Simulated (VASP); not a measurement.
# CsAg3O2 (P6/mmm) in VASP: single point with PBE

Aim: the single point of CsAg3O2 with PBE.

All numbers are computed with VASP 6.6.1; they aren't measurements. Logs are shortened: lines on timing, memory, paths and dates and some standing lists are left out, and cuts for length are marked.

### Step 1. The cell of the first run

It takes space group P6/mmm (No. 191, hexagonal). Conventional cell: a = 6.003 Å, b = 6.003 Å, c = 3.527 Å, α = 90.00°, β = 90.00°, γ = 120.00°. Cs (site symmetry 6/mmm) has 6 O at 3.47 Å and 12 Ag at 3.48 Å and 2 Cs at 3.53 Å within 4.6 Å. Within 3.3 Å of Ag (site symmetry mmm) lie 4 O at 2.47 Å and 4 Ag at 3.00 Å. O (site symmetry -6m2) has 6 Ag at 2.47 Å within 3.3 Å.

### Step 2. Single point, PBE

File POSCAR:

```
CsAg3O2
1.0
    6.0027604113      0.0000000000      0.0000000000
   -3.0013802056      5.1985430091      0.0000000000
    0.0000000000      0.0000000000      3.5268757214
Cs Ag O
1 3 2
Direct
    0.0000000000      0.0000000000      0.0000000000
    0.0000000000      0.5000000000      0.5000000000
    0.5000000000      0.5000000000      0.5000000000
    0.5000000000      0.0000000000      0.5000000000
    0.6666666667      0.3333333333      0.0000000000
    0.3333333333      0.6666666667      0.0000000000
```

File INCAR.step1:

```
PREC = Accurate ; ENCUT = 520
EDIFF = 1E-6 ; ISMEAR = 0
SIGMA = 0.1 ; LREAL = False
LASPH = True ; NELM = 100
ALGO = Normal ; ISIF = 2
LWAVE = False ; LCHARG = True
LMAXMIX = 4 ; GGA = PE
NBANDS = 36
```

File KPOINTS.step1:

```
regular mesh
0
Gamma
  6 6 10
```

File INCAR.step2:

```
PREC = Accurate ; ENCUT = 520
EDIFF = 1E-6 ; ISMEAR = -5
SIGMA = 0.1 ; LREAL = False
LASPH = True ; NELM = 100
ALGO = Normal ; ISIF = 2
LWAVE = False ; LCHARG = False
LMAXMIX = 4 ; GGA = PE
LORBIT = 11 ; NEDOS = 1001
ICHARG = 11
```

File KPOINTS.step2:

```
regular mesh
0
Gamma
  9 9 15
```

Potentials or basis: VASP PAW PBE potentials, release 64 (Cs_sv, Ag, O).

Started as:

```
$ cat potpaw_PBE.64/Cs_sv/POTCAR potpaw_PBE.64/Ag/POTCAR potpaw_PBE.64/O/POTCAR > POTCAR
$ cp INCAR.step1 INCAR
$ cp KPOINTS.step1 KPOINTS
$ mpirun -np 1 vasp_std > vasp.out
$ cp INCAR.step2 INCAR
$ cp KPOINTS.step2 KPOINTS
$ mpirun -np 1 vasp_std > vasp.out
```

OUTCAR:

```text
PREC = Accurate
   ENCUT = 520
   EDIFF = 1E-6
   ISMEAR = -5
   LREAL = False
   LASPH = True
   NELM = 100
   ISIF = 2
   GGA = PE
   LORBIT = 11
   ICHARG = 11

 ion  position               nearest neighbor table
   1  0.000  0.000  0.000-
   2  0.000  0.500  0.500-   5 2.47   6 2.47   5 2.47   6 2.47   3 3.00   3 3.00   4 3.00   4 3.00

   3  0.500  0.500  0.500-   5 2.47   6 2.47   5 2.47   6 2.47   2 3.00   2 3.00   4 3.00   4 3.00

   4  0.500  0.000  0.500-   5 2.47   6 2.47   5 2.47   6 2.47   3 3.00   3 3.00   2 3.00   2 3.00

   5  0.667  0.333  0.000-   2 2.47   2 2.47   4 2.47   4 2.47   3 2.47   3 2.47
   6  0.333  0.667  0.000-   2 2.47   2 2.47   4 2.47   4 2.47   3 2.47   3 2.47

  LATTYP: Found a hexagonal cell.
 ALAT       =     6.0027604113
 C/A-ratio  =     0.5875423105

  Lattice vectors:

 A1 = (   6.0027604113,   0.0000000000,   0.0000000000)
 A2 = (  -3.0013802056,   5.1985430091,   0.0000000000)
 A3 = (   0.0000000000,   0.0000000000,   3.5268757214)

Analysis of symmetry for initial positions (statically):
=====================================================================
 Subroutine PRICEL returns:
 Original cell was already a primitive cell.

 Routine SETGRP: Setting up the symmetry group for a
 hexagonal supercell.

 Subroutine GETGRP returns: Found 24 space group operations
 (whereof 24 operations were pure point group operations)
 out of a pool of 24 trial point group operations.

The static configuration has the point symmetry D_6h.

Analysis of symmetry for dynamics (positions and initial velocities):
=====================================================================
 Subroutine PRICEL returns:
 Original cell was already a primitive cell.

 Routine SETGRP: Setting up the symmetry group for a
 hexagonal supercell.

 Subroutine GETGRP returns: Found 24 space group operations
 (whereof 24 operations were pure point group operations)
 out of a pool of 24 trial point group operations.

The dynamic configuration has the point symmetry D_6h.

 Subroutine INISYM returns: Found 24 space group operations
 (whereof 24 operations are pure point group operations),
 and found     1 'primitive' translations

----------------------------------------------------------------------------------------

                                     Primitive cell

  volume of cell :     110.0583

  direct lattice vectors                    reciprocal lattice vectors
     6.002760411  0.000000000  0.000000000     0.166590024  0.096180795  0.000000000
    -3.001380206  5.198543009  0.000000000     0.000000000  0.192361590  0.000000000
     0.000000000  0.000000000  3.526875721     0.000000000  0.000000000  0.283537068

  length of vectors
     6.002760411  6.002760411  3.526875721     0.192361590  0.192361590  0.283537068

  position of ions in fractional coordinates (direct lattice)
     0.000000000  0.000000000  0.000000000
     0.000000000  0.500000000  0.500000000
     0.500000000  0.500000000  0.500000000
     0.500000000  0.000000000  0.500000000
     0.666666667  0.333333333  0.000000000
     0.333333333  0.666666667  0.000000000

  ion indices of the primitive-cell ions
   primitive index   ion index
                 1           1
                 2           2
                 3           3
                 4           4
                 5           5
                 6           6

----------------------------------------------------------------------------------------

 KPOINTS: regular mesh

Automatic generation of k-mesh.
 Grid dimensions read from file:
 generate k-points for:    9    9   15

 Generating k-lattice:

  Cartesian coordinates                     Fractional coordinates (reciprocal lattice)
     0.018510003  0.010686755  0.000000000     0.111111111  0.000000000  0.000000000
     0.000000000  0.021373510  0.000000000     0.000000000  0.111111111  0.000000000
     0.000000000  0.000000000  0.018902471     0.000000000  0.000000000  0.066666667

  Length of vectors
     0.021373510  0.021373510  0.018902471

  Shift w.r.t. Gamma in fractional coordinates (k-lattice)
     0.000000000  0.000000000  0.000000000

 TETIRR: Found   1191 inequivalent tetrahedra from     7290

 Subroutine IBZKPT returns following result:
 ===========================================

 Found     96 irreducible k-points:

 Following reciprocal coordinates:
            Coordinates               Weight
  0.000000  0.000000  0.000000      1.000000
  0.111111 -0.000000  0.000000      6.000000
  0.222222  0.000000  0.000000      6.000000
  0.333333  0.000000  0.000000      6.000000
  0.444444  0.000000  0.000000      6.000000
  0.111111  0.111111  0.000000      6.000000
[... 16 lines left out ...]
  0.333333  0.222222  0.066667     24.000000
  0.333333  0.333333  0.066667      4.000000
 [... further k-points ...]
   k-points           NKPTS =     96   k-points in BZ     NKDIM =     96   number of bands    NBANDS=     32
   number of dos      NEDOS =   1001   number of ions     NIONS =      6
   total plane-waves  NPLWV =  64512
   dimension x,y,z NGX =    48 NGY =   48 NGZ =   28
   dimension x,y,z NGXF=    96 NGYF=   96 NGZF=   56
   ions per type =               1   3   2
   NGX,Y,Z   is equivalent  to a cutoff of  13.29, 13.29, 13.20 a.u.
   NGXF,Y,Z  is equivalent  to a cutoff of  26.59, 26.59, 26.40 a.u.
 SYSTEM =  unknown system
   PREC   = accura    normal or accurate (medium, high low for compatibility)
   ISTART =      0    job   : 0-new  1-cont  2-samecut
   ICHARG =     11    charge: 1-file 2-atom 10-const
   ISPIN  =      1    spin polarized calculation?
   LNONCOLLINEAR =      F non collinear calculations
   LSORBIT =      F    spin-orbit coupling
   LASPH  =      T    aspherical Exc in radial PAW
   ENCUT  =  520.0 eV  38.22 Ry    6.18 a.u.  11.16 11.16  6.56*2*pi/ulx,y,z
   NELM   =    100;   NELMIN=  2; NELMDL=  0     # of ELM steps
   EDIFF  = 0.1E-05   stopping-criterion for ELM
   LREAL  =      F    real-space projection
[... 7 lines left out ...]
   TEBEG  =    0.0;   TEEND  =   0.0 temperature during run
   PSTRESS=    0.0 pullay stress
   NELECT =      54.0000    total number of electrons
   NUPDOWN=      -1.0000    fix difference up-down
   EMIN   =  10.00;   EMAX   =-10.00  energy-range for DOS
   EFERMI =   0.00;   METHOD = LEGACY
   ISMEAR =    -5;   SIGMA  =   0.10  broadening in eV -4-tet -1-fermi 0-gaus
   EFERMI_NEDOS =   21; number of points for ismear=-14 and -15
   IALGO  =     38    algorithm
   IMIX   =      4    mixing-type and parameters
     AMIX     =   0.40;   BMIX     =  1.00
     AMIX_MAG =   1.60;   BMIX_MAG =  1.00
  volume/ion in A,a.u.               =      18.34       123.79
  Fermi-wavevector in a.u.,A,eV,Ry     =   1.291215  2.440042 22.684117  1.667236
  Thomas-Fermi vector in A             =   2.422998
   LORBIT       =     11    0 simple, 1 ext, 2 COOP (PROOUT), +10 PAW based schemes
   GGA     = PE    functional components
   LHFCALC =     F    Hartree Fock is set to
   AEXX    =    0.0000 exact exchange contribution
   IVDW    =     0    specifies the selected vdW correction
   LEPSILON=     F    determine dielectric tensor
   LRPA    =     F    only Hartree local field effects (RPA)
 non-spin polarized calculation
 Fermi weights with tetrahedron method with Bloechl corrections
  energy-cutoff  :      520.00
  volume of cell :      110.06
 maximum number of plane-waves:      3013
 NGX is ok and might be reduce to    48

 number of electron      53.9999996 magnetization

 Free energy of the ion-electron system (eV)
  ---------------------------------------------------
  ext. energy  EPLUGINS =         0.00000000
  ---------------------------------------------------
  free energy    TOTEN  =       -19.60551226 eV

  energy without entropy =      -19.60551226  energy(sigma->0) =      -19.60551226

 E-fermi :   5.0205     XC(G=0): -10.7070

 val. band max:        5.0267096795   @ k =   0.2222   0.1111   0.0667
 cond. band min:       4.8894013643   @ k =   0.1111  -0.0000   0.1333
 fundamental gap:     -0.1373083152
 Fermi energy:         5.0205453103

 k-point     1 :       0.0000    0.0000    0.0000
  band No.  band energies     occupation
      1     -17.3652      2.00000
      2     -11.9730      2.00000
      3     -11.6557      2.00000
      4      -4.2990      2.00000
      5      -4.2990      2.00000
      6      -3.1138      2.00000
[... 24 lines left out ...]
     31       9.2541      0.00000
     32       9.4800      0.00000

 k-point     2 :       0.1111   -0.0000    0.0000
  band No.  band energies     occupation
      1     -17.3642      2.00000
      2     -11.9670      2.00000
      3     -11.6648      2.00000
      4      -4.3113      2.00000
      5      -4.3109      2.00000
      6      -3.1172      2.00000
[... 24 lines left out ...]
     31       9.2475      0.00000
     32       9.4259      0.00000

 k-point     3 :       0.2222    0.0000    0.0000
  band No.  band energies     occupation
      1     -17.3617      2.00000
      2     -11.9496      2.00000
      3     -11.6911      2.00000
      4      -4.3418      2.00000
      5      -4.3385      2.00000
      6      -3.1256      2.00000
[... 24 lines left out ...]
     31       9.2364      0.00000
     32       9.2975      0.00000

 k-point     4 :       0.3333    0.0000    0.0000
  band No.  band energies     occupation
      1     -17.3588      2.00000
      2     -11.9224      2.00000
      3     -11.7285      2.00000
      4      -4.3754      2.00000
      5      -4.3656      2.00000
      6      -3.1352      2.00000
[... 654 lines left out ...]
     31       9.2106      0.00000
     32       9.3961      0.00000

 k-point    23 :       0.3333    0.2222    0.0667
  band No.  band energies     occupation
      1     -17.3420      2.00000
      2     -11.8642      2.00000
      3     -11.7869      2.00000
      4      -4.3780      2.00000
      5      -4.3697      2.00000
      6      -3.2862      2.00000
[... 24 lines left out ...]
     31       9.2901      0.00000
     32       9.3931      0.00000

 k-point    24 :       0.3333    0.3333    0.0667
  band No.  band energies     occupation
      1     -17.3415      2.00000
      2     -11.8266      2.00000
      3     -11.8266      2.00000
      4      -4.3772      2.00000
      5      -4.3772      2.00000
      6      -3.2872      2.00000
[... 24 lines left out ...]
     31       9.3681      0.00000
     32       9.4234      0.00000

 [... further k-points ...]
[... 5 lines left out ...]
  --------------------------------------------------------------------------------------
  -------------------------------------------------------------------------------------
  Total        0.1504409      0.1504409      0.1460034      0.0000000      0.0000000     -0.0000000
  in kB        2.1900483      2.1900483      2.1254494      0.0000000      0.0000000     -0.0000000
  external PRESSURE =       2.1685153 kB  Pullay stress =       0.0000000 kB

 VOLUME and BASIS-vectors are now :
 -----------------------------------------------------------------------------
  energy-cutoff  :      520.00
  volume of cell :      110.06
      direct lattice vectors                 reciprocal lattice vectors
     6.002760411  0.000000000  0.000000000     0.166590024  0.096180795  0.000000000
    -3.001380206  5.198543009  0.000000000     0.000000000  0.192361590  0.000000000
     0.000000000  0.000000000  3.526875721     0.000000000  0.000000000  0.283537068

 POSITION                                       TOTAL-FORCE (eV/Angst)
 -----------------------------------------------------------------------------------
      0.00000      0.00000      0.00000         0.000000      0.000000     -0.000000
     -1.50069      2.59927      1.76344         0.000000      0.000000     -0.000000
      1.50069      2.59927      1.76344         0.000000      0.000000     -0.000000
      3.00138      0.00000      1.76344         0.000000      0.000000     -0.000000
      3.00138      1.73285      0.00000         0.000000      0.000000      0.000000
     -0.00000      3.46570      0.00000        -0.000000      0.000000     -0.000000
 -----------------------------------------------------------------------------------
    total drift:                                0.000000      0.000000     -0.000000

  FREE ENERGIE OF THE ION-ELECTRON SYSTEM (eV)
  ---------------------------------------------------
  free  energy   TOTEN  =       -19.6055122618 eV

  energy  without entropy=      -19.6055122618  energy(sigma->0) =      -19.60551226

 total charge

# of ion       s       p       d       tot
------------------------------------------
    1        1.846   4.669   0.073   6.588
    2        0.314   0.176   9.249   9.739
    3        0.314   0.176   9.249   9.739
    4        0.314   0.176   9.249   9.739
    5        1.590   3.220   0.000   4.810
    6        1.590   3.220   0.000   4.810
--------------------------------------------------
tot          5.967  11.637  27.821  45.424
```

It took 2.4 min on 1 thread of Intel Xeon 6975P-C (Granite Rapids), shared host; peak memory 0.46 GiB.

Results:

- Valence electrons inside the program's atomic spheres: Cs 6.59; Ag 9.74; O 4.81

Caveat: spin-orbit coupling is left out, which moves the levels of the heavy elements.
